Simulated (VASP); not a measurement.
# HC18S in VASP: further runs

Runs on HC18S. Level: PBEsol. Tasks: single point.

Program: VASP 6.6.1. These are calculated values, not measurements. Logs are shortened: lines on timing, memory, paths and dates and some standing lists are left out, and cuts for length are marked.

### 1 The cell of the first run

The cell holds a slab with vacuum, 20 atoms: a = 7.398 Å, b = 7.398 Å, c = 13.000 Å, α = 90.00°, β = 90.00°, γ = 120.00°.

### 2 Single point, PBEsol, collinear spin

File INCAR:

```
SYSTEM = HC18S
  ALGO = Normal
  EDIFF = 1E-6
  ENCUT = 520
  GGA = PS
  ISIF = 2
  ISMEAR = 0
  ISPIN = 2
  LASPH = .True.
  LCHARG = .True.
  LELF = .True.
  LORBIT = 11
  LREAL = Auto
  LVHAR = .True.
  LWAVE = .False.
  MAGMOM = 0 0 0 0 0 0 0 0 0 0 0 0 0 0 0 0 0 0 0.08 0
  NBANDS = 60
  NELM = 150
  PREC = Accurate
  SIGMA = 0.02
```

File KPOINTS:

```
k-points
0
Gamma
  2 2 1
  0 0 0
```

File POSCAR:

```
HC18S
1.0
    7.3980000000      0.0000000000      0.0000000000
   -3.6990000000      6.4068560000      0.0000000000
    0.0000000000      0.0000000000     13.0000000000
C S H
18 1 1
Direct
    0.0003107106      0.0048139056      0.0714056154
    0.2226457587      0.1165175244      0.0692535385
    0.0005772373      0.3389606384      0.0698031538
    0.2221387961      0.4494822421      0.0688830000
    0.0000238015      0.6715312472      0.0684335385
    0.2224729781      0.7828329527      0.0687745385
    0.3337533089      0.0051919381      0.0687416154
    0.5556116680      0.1160641038      0.0686946154
    0.3333471565      0.3382076950      0.0690270769
    0.5558805692      0.4496308330      0.0686930769
    0.3335593584      0.6719429936      0.0685985385
    0.5561231169      0.7834357445      0.0687920769
    0.6663451602      0.0047762896      0.0693605385
    0.8890717893      0.1164212213      0.0725439231
    0.6668794697      0.3386345815      0.0689036923
    0.8892208356      0.4498493489      0.0687227692
    0.6672593393      0.6719701520      0.0686264615
    0.8887968094      0.7824297908      0.0689745385
    0.9072243675      0.0552086702      0.2938454615
    1.1189575688      0.1650286818      0.2965893846
```

Potentials or basis: VASP PAW PBE potentials, release 64 (C, S, H).

Started as:

```console
$ cat potpaw_PBE.64/C/POTCAR potpaw_PBE.64/S/POTCAR potpaw_PBE.64/H/POTCAR > POTCAR
$ mpirun -np 1 vasp_std > vasp.out
```

OUTCAR:

```text
SYSTEM = HC18S
   EDIFF = 1E-6
   ENCUT = 520
   GGA = PS
   ISIF = 2
   ISMEAR = 0
   ISPIN = 2
   LASPH = .True.
   LORBIT = 11
   LREAL = Auto
   NELM = 150
   PREC = Accurate

 ion  position               nearest neighbor table
   1  0.000  0.005  0.071-   2 1.42  18 1.43  14 1.43
   2  0.223  0.117  0.069-   9 1.42   1 1.42   7 1.43
   3  0.001  0.339  0.070-   4 1.42  16 1.42  14 1.43
   4  0.222  0.449  0.069-   3 1.42  11 1.43   9 1.43
   5  0.000  0.672  0.068-  16 1.42  18 1.42   6 1.43
   6  0.222  0.783  0.069-  11 1.42   7 1.42   5 1.43
[... 10 lines left out ...]
  17  0.667  0.672  0.069-  18 1.42  10 1.42  12 1.43
  18  0.889  0.782  0.069-  17 1.42   5 1.42   1 1.43
  19  0.907  0.055  0.294-  20 1.36
  20  0.119  0.165  0.297-  19 1.36

  LATTYP: Found a hexagonal cell.
 ALAT       =     7.3980000000
 C/A-ratio  =     1.7572316842

  Lattice vectors:

 A1 = (   7.3980000000,   0.0000000000,   0.0000000000)
 A2 = (  -3.6990000000,   6.4068560000,   0.0000000000)
 A3 = (   0.0000000000,   0.0000000000,  13.0000000000)

Analysis of symmetry for initial positions (statically):
=====================================================================
 Subroutine PRICEL returns:
 Original cell was already a primitive cell.

 Routine SETGRP: Setting up the symmetry group for a
 hexagonal supercell.

 Subroutine GETGRP returns: Found  1 space group operations
 (whereof  1 operations were pure point group operations)
 out of a pool of 24 trial point group operations.

The static configuration has the point symmetry C_1 .

Analysis of symmetry for dynamics (positions and initial velocities):
=====================================================================
 Subroutine PRICEL returns:
 Original cell was already a primitive cell.

 Routine SETGRP: Setting up the symmetry group for a
 hexagonal supercell.

 Subroutine GETGRP returns: Found  1 space group operations
 (whereof  1 operations were pure point group operations)
 out of a pool of 24 trial point group operations.

The dynamic configuration has the point symmetry C_1 .

Analysis of structural, dynamic, and magnetic symmetry:
=====================================================================
 Subroutine PRICEL returns:
 Original cell was already a primitive cell.

 Routine SETGRP: Setting up the symmetry group for a
 hexagonal supercell.

 Subroutine GETGRP returns: Found  1 space group operations
 (whereof  1 operations were pure point group operations)
 out of a pool of 24 trial point group operations.

The overall configuration has the point symmetry C_1 .

 Subroutine INISYM returns: Found  1 space group operations
 (whereof  1 operations are pure point group operations),
 and found     1 'primitive' translations

----------------------------------------------------------------------------------------

                                     Primitive cell

  volume of cell :     616.1730

  direct lattice vectors                    reciprocal lattice vectors
     7.398000000  0.000000000  0.000000000     0.135171668  0.078041398  0.000000000
    -3.699000000  6.406856000  0.000000000     0.000000000  0.156082796  0.000000000
     0.000000000  0.000000000 13.000000000     0.000000000  0.000000000  0.076923077

  length of vectors
     7.398000000  7.398000054 13.000000000     0.156082797  0.156082796  0.076923077

  position of ions in fractional coordinates (direct lattice)
     0.000310711  0.004813906  0.071405615
     0.222645759  0.116517524  0.069253538
     0.000577237  0.338960638  0.069803154
     0.222138796  0.449482242  0.068883000
     0.000023801  0.671531247  0.068433539
     0.222472978  0.782832953  0.068774539
[... 12 lines left out ...]
     0.907224367  0.055208670  0.293845461
[... 49 lines left out ...]
 Found      4 irreducible k-points:

 Following reciprocal coordinates:
            Coordinates               Weight
  0.000000  0.000000  0.000000      1.000000
  0.500000  0.000000  0.000000      1.000000
  0.000000  0.500000  0.000000      1.000000
  0.500000  0.500000  0.000000      1.000000
   k-points           NKPTS =      4   k-points in BZ     NKDIM =      4   number of bands    NBANDS=     60
   number of dos      NEDOS =    301   number of ions     NIONS =     20
   total plane-waves  NPLWV = 307328
   dimension x,y,z NGX =    56 NGY =   56 NGZ =   98
   dimension x,y,z NGXF=   112 NGYF=  112 NGZF=  196
   ions per type =              18   1   1
   NGX,Y,Z   is equivalent  to a cutoff of  12.58, 12.58, 12.53 a.u.
   NGXF,Y,Z  is equivalent  to a cutoff of  25.17, 25.17, 25.06 a.u.
 SYSTEM =  HC18S
   PREC   = accura    normal or accurate (medium, high low for compatibility)
   ISTART =      0    job   : 0-new  1-cont  2-samecut
   ICHARG =      2    charge: 1-file 2-atom 10-const
   ISPIN  =      2    spin polarized calculation?
   LNONCOLLINEAR =      F non collinear calculations
   LSORBIT =      F    spin-orbit coupling
   LASPH  =      T    aspherical Exc in radial PAW
   ENCUT  =  520.0 eV  38.22 Ry    6.18 a.u.  13.76 13.76 24.17*2*pi/ulx,y,z
   NELM   =    150;   NELMIN=  2; NELMDL= -5     # of ELM steps
   EDIFF  = 0.1E-05   stopping-criterion for ELM
   LREAL  =      T    real-space projection
   EDIFFG = 0.1E-04   stopping-criterion for IOM
   NSW    =      0    number of steps for IOM
   IBRION =     -1    ionic relax: 0-MD 1-quasi-New 2-CG
   NFREE  =      0    steps in history (QN), initial steepest desc. (CG)
   ISIF   =      2    stress and relaxation
   ISYM   =      2    0-nonsym 1-usesym 2-fastsym
   POTIM  = 0.5000    time-step for ionic-motion
   TEBEG  =    0.0;   TEEND  =   0.0 temperature during run
   PSTRESS=    0.0 pullay stress
   NELECT =      79.0000    total number of electrons
   NUPDOWN=      -1.0000    fix difference up-down
   EMIN   =  10.00;   EMAX   =-10.00  energy-range for DOS
   EFERMI =   0.00;   METHOD = LEGACY
   ISMEAR =     0;   SIGMA  =   0.02  broadening in eV -4-tet -1-fermi 0-gaus
   EFERMI_NEDOS =   21; number of points for ismear=-14 and -15
   IALGO  =     38    algorithm
   IMIX   =      4    mixing-type and parameters
     AMIX     =   0.40;   BMIX     =  1.00
     AMIX_MAG =   1.60;   BMIX_MAG =  1.00
  volume/ion in A,a.u.               =      30.81       207.91
  Fermi-wavevector in a.u.,A,eV,Ry     =   0.825499  1.559966  9.271661  0.681448
  Thomas-Fermi vector in A             =   1.937368
   LORBIT       =     11    0 simple, 1 ext, 2 COOP (PROOUT), +10 PAW based schemes
   GGA     = PS    functional components
   LHFCALC =     F    Hartree Fock is set to
   AEXX    =    0.0000 exact exchange contribution
   IVDW    =     0    specifies the selected vdW correction
   LEPSILON=     F    determine dielectric tensor
   LRPA    =     F    only Hartree local field effects (RPA)
 spin polarized calculation
 Gauss-broadening in eV      SIGMA  =   0.02
  energy-cutoff  :      520.00
  volume of cell :      616.17
 maximum number of plane-waves:     16651
 NGX is ok and might be reduce to    56
   NGX = 27   NGY = 27   NGZ = 49

 number of electron      78.9999999 magnetization       0.4966248

 Free energy of the ion-electron system (eV)
  ---------------------------------------------------
  ext. energy  EPLUGINS =         0.00000000
  ---------------------------------------------------
  free energy    TOTEN  =      -179.36243633 eV

  energy without entropy =     -179.36056659  energy(sigma->0) =     -179.36150146

 E-fermi :  -2.2944     XC(G=0):  -3.9450

 val. band max:       -2.3100425381   @ k =   0.5000   0.5000   0.0000
 cond. band min:      -2.2758623592   @ k =   0.5000   0.0000   0.0000
 fundamental gap:      0.0341801789
 Fermi energy:        -2.2944224555

 spin component 1

 k-point     1 :       0.0000    0.0000    0.0000
  band No.  band energies     occupation
      1     -21.7639      1.00000
      2     -19.2174      1.00000
      3     -19.1937      1.00000
      4     -19.1732      1.00000
      5     -19.1700      1.00000
      6     -19.1640      1.00000
[... 205 lines left out ...]
     50       3.9512      0.00000
     51       4.0411      0.00000
 Fermi energy:        -2.2944224555

 spin component 2

 k-point     1 :       0.0000    0.0000    0.0000
  band No.  band energies     occupation
      1     -21.7695      1.00000
      2     -19.2200      1.00000
      3     -19.2088      1.00000
      4     -19.1822      1.00000
      5     -19.1729      1.00000
      6     -19.1632      1.00000
[... 205 lines left out ...]
     50       4.0362      0.00000
     51       4.0552      0.00000
 [bands above 51 left out]

------------------------ aborting loop because EDIFF is reached ----------------------------------------

  FORCE on cell =-STRESS in cart. coord.  units (eV):
  Direction    XX          YY          ZZ          XY          YZ          ZX
  --------------------------------------------------------------------------------------
  -------------------------------------------------------------------------------------
  Total       -2.8822188     -3.0435471     -0.1795401     -0.3929654      0.0396280     -0.0397499
  in kB       -7.4943658     -7.9138528     -0.4668413     -1.0217914      0.1030409     -0.1033581
  external PRESSURE =      -5.2916866 kB  Pullay stress =       0.0000000 kB

 VOLUME and BASIS-vectors are now :
 -----------------------------------------------------------------------------
  energy-cutoff  :      520.00
  volume of cell :      616.17
      direct lattice vectors                 reciprocal lattice vectors
     7.398000000  0.000000000  0.000000000     0.135171668  0.078041398  0.000000000
    -3.699000000  6.406856000  0.000000000     0.000000000  0.156082796  0.000000000
     0.000000000  0.000000000 13.000000000     0.000000000  0.000000000  0.076923077

 POSITION                                       TOTAL-FORCE (eV/Angst)
 -----------------------------------------------------------------------------------
     -0.01551      0.03084      0.92827         0.011511      0.015719      0.016741
      1.21614      0.74651      0.90030         0.026864      0.007893     -0.003454
     -1.24954      2.17167      0.90744         0.013804      0.005191     -0.017270
     -0.01925      2.87977      0.89548        -0.016594      0.004651      0.001657
     -2.48382      4.30240      0.88964         0.004852     -0.017846      0.001851
     -1.24984      5.01550      0.89407         0.005155      0.011119      0.006471
[... 12 lines left out ...]
      6.50743      0.35371      3.81999         0.061043      0.037301      0.005621
      0.26961      1.05732      3.85566        -0.075215     -0.021486      0.000474
 -----------------------------------------------------------------------------------
    total drift:                                0.010376     -0.006555     -0.048292

  FREE ENERGIE OF THE ION-ELECTRON SYSTEM (eV)
  ---------------------------------------------------
  free  energy   TOTEN  =      -179.3624363328 eV

  energy  without entropy=     -179.3605665900  energy(sigma->0) =     -179.36150146

 total charge

# of ion       s       p       d       tot
------------------------------------------
    1        0.861   1.763   0.000   2.624
    2        0.858   1.784   0.000   2.642
    3        0.859   1.780   0.000   2.638
    4        0.858   1.782   0.000   2.640
    5        0.858   1.783   0.000   2.641
    6        0.859   1.778   0.000   2.637
[... 12 lines left out ...]
   19        1.350   2.308   0.000   3.658
   20        0.549   0.036   0.000   0.585
--------------------------------------------------
tot         17.356  34.353   0.000  51.709

 magnetization (x)

# of ion       s       p       d       tot
------------------------------------------
    1        0.002   0.015   0.000   0.017
    2       -0.003  -0.040   0.000  -0.042
    3        0.002   0.031   0.000   0.033
    4       -0.002  -0.037   0.000  -0.039
    5        0.003   0.041   0.000   0.044
    6       -0.002  -0.021   0.000  -0.023
[... 12 lines left out ...]
   19        0.008   0.319   0.000   0.327
   20       -0.006   0.002   0.000  -0.004
--------------------------------------------------
tot          0.004   0.279   0.000   0.283
```

It took 29 min on 1 thread of Intel Xeon 8259CL, shared host; peak memory 0.98 GiB.

Results:

```
Free energy                                           : -179.3624 eV
Largest force                                         : 0.078 eV/Å
Net moment                                            : 0.50 μB per cell
Site moments                                          : C +0.02, -0.04, +0.03, +0.04, -0.02, +0.01, +0.05, -0.01 (each value once); S +0.33; H -0.00 μB
Valence electrons inside the program's atomic spheres : C 2.62, 2.64, 2.63 (each value once); S 3.66; H 0.58
```

Forces on the atoms (eV/Å):
```
C    0.012  0.016  0.017
C    0.027  0.008 -0.003
C    0.014  0.005 -0.017
C   -0.017  0.005  0.002
C    0.005 -0.018  0.002
C    0.005  0.011  0.006
C    0.014  0.005 -0.023
C   -0.033 -0.016  0.010
C   -0.010 -0.035  0.004
C    0.011 -0.002 -0.007
C   -0.013 -0.002  0.000
C   -0.018  0.012  0.003
C   -0.002 -0.003 -0.003
C   -0.010  0.008  0.016
C    0.006 -0.005  0.003
C    0.003  0.019 -0.002
C    0.026 -0.002 -0.001
C   -0.004 -0.022 -0.012
S    0.061  0.037  0.006
H   -0.075 -0.021  0.000
```

Caveat: the k points lie up to 0.49 Å⁻¹ apart; the PAW data sets were made with another functional, which shifts forces and pressure a little.

### 3 Single point, PBEsol, collinear spin

File INCAR:

```
SYSTEM = HC18S
  PREC = Accurate
  ENCUT = 520
  EDIFF = 1E-6
  ISMEAR = 0
  SIGMA = 0.02
  LREAL = Auto
  LASPH = .True.
  NELM = 150
  ALGO = Normal
  ISIF = 2
  LWAVE = .False.
  LCHARG = .True.
  ISPIN = 2
  MAGMOM = 0 0 0 0 0 0 0 0 0 0 0 0 0 0 0 0 0 0 0.08 0
  LORBIT = 11
  GGA = PS
  LELF = .True.
  LVHAR = .True.
  NBANDS = 60
```

File KPOINTS:

```
regular mesh
0
Gamma
  2 2 1
  0 0 0
```

File POSCAR:

```
HC18S
1.0
    7.3980000000      0.0000000000      0.0000000000
   -3.6990000000      6.4068560000      0.0000000000
    0.0000000000      0.0000000000     13.0000000000
C S H
18 1 1
Direct
   -0.0026930292      0.0070856907      0.0710932308
    0.2200244056      0.1191028798      0.0680898462
   -0.0020591388      0.3411996461      0.0683604615
    0.2189544433      0.4516477349      0.0677187692
   -0.0029075939      0.6733716194      0.0676869231
    0.2196038173      0.7848799786      0.0680354615
    0.3312288881      0.0075767272      0.0680017692
    0.5524686689      0.1183182516      0.0679864615
    0.3302563273      0.3400652364      0.0676850769
    0.5529402542      0.4517426332      0.0676760769
    0.3306495146      0.6741262797      0.0679189231
    0.5533448072      0.7858623637      0.0682930000
    0.6638256619      0.0069197747      0.0685460769
    0.8862636573      0.1187598098      0.0704289231
    0.6638720650      0.3409071470      0.0680945385
    0.8863169539      0.4522689444      0.0678109231
    0.6645657867      0.6741980778      0.0678739231
    0.8854392468      0.7844189100      0.0685647692
    0.9534790659      0.0386364232      0.2917523846
    1.1541129320      0.0821282701      0.2856905385
```

Potentials or basis: VASP PAW PBE potentials, release 64 (C, S, H).

Started as:

```console
$ cat potpaw_PBE.64/C/POTCAR potpaw_PBE.64/S/POTCAR potpaw_PBE.64/H/POTCAR > POTCAR
$ mpirun -np 1 vasp_std > vasp.out
```

Run time: 39 min. Hardware: 1 thread of Intel Xeon 8259CL, shared host; peak memory 1 GiB.

The run converged. Its results:

| Item | Value |
| --- | --- |
| Free energy | -179.3467 eV |
| Largest force | 0.098 eV/Å |
| Net moment | 0.53 μB per cell |
| Site moments | C -0.01, +0.05, -0.04, +0.03, +0.01, +0.02, -0.02, +0.04 (each value once); S +0.34; H -0.00 μB |
| Valence electrons inside the program's atomic spheres | C 2.62, 2.64, 2.63 (each value once); S 3.66; H 0.59 |

Forces on the atoms (eV/Å):
```
C    0.001  0.038  0.044
C    0.016 -0.017  0.027
C   -0.023 -0.081 -0.031
C    0.034  0.005  0.000
C   -0.045  0.011  0.001
C    0.006  0.061  0.007
C   -0.045 -0.038 -0.043
C    0.019  0.023  0.018
C   -0.007 -0.010  0.003
C    0.003  0.052 -0.009
C    0.034  0.017  0.001
C   -0.026 -0.044 -0.007
C   -0.002  0.015  0.001
C   -0.030  0.065 -0.068
C    0.038 -0.015 -0.010
C   -0.013  0.002  0.002
C   -0.038 -0.058 -0.011
C    0.071 -0.006  0.011
S    0.038 -0.034  0.014
H   -0.031  0.014  0.049
```

Levels at points of the mesh, in eV from the Fermi level:
Spin up:
```
           k point  band 36  band 37  band 38  band 39  band 40  band 41  band 42  band 43  band 44  band 45
(0.00, 0.00, 0.00)    -3.00    -1.07    -0.58    -0.05     0.02     0.15     0.15     3.71     4.55     4.85
(0.50, 0.00, 0.00)    -2.61    -2.60    -2.35    -0.87    -0.54     1.67     2.51     2.53     2.57     2.57
(0.00, 0.50, 0.00)    -2.62    -2.58    -2.37    -0.87    -0.56     1.70     2.49     2.52     2.56     2.58
(0.50, 0.50, 0.00)    -2.63    -2.60    -2.35    -0.90    -0.54     1.74     2.48     2.51     2.57     2.58
```
Spin down:
```tsv
k point	band 37	band 38	band 39	band 40	band 41	band 42
(0.00, 0.00, 0.00)	-0.41	-0.37	-0.06	0.10	0.14	0.33
(0.50, 0.00, 0.00)	-2.59	-2.36	-0.31	0.02	1.67	2.51
(0.00, 0.50, 0.00)	-2.58	-2.37	-0.33	0.02	1.70	2.49
(0.50, 0.50, 0.00)	-2.60	-2.36	-0.31	-0.01	1.74	2.47
```

Caveat: the k points lie up to 0.49 Å⁻¹ apart; the PAW data sets were made with another functional, which shifts forces and pressure a little.
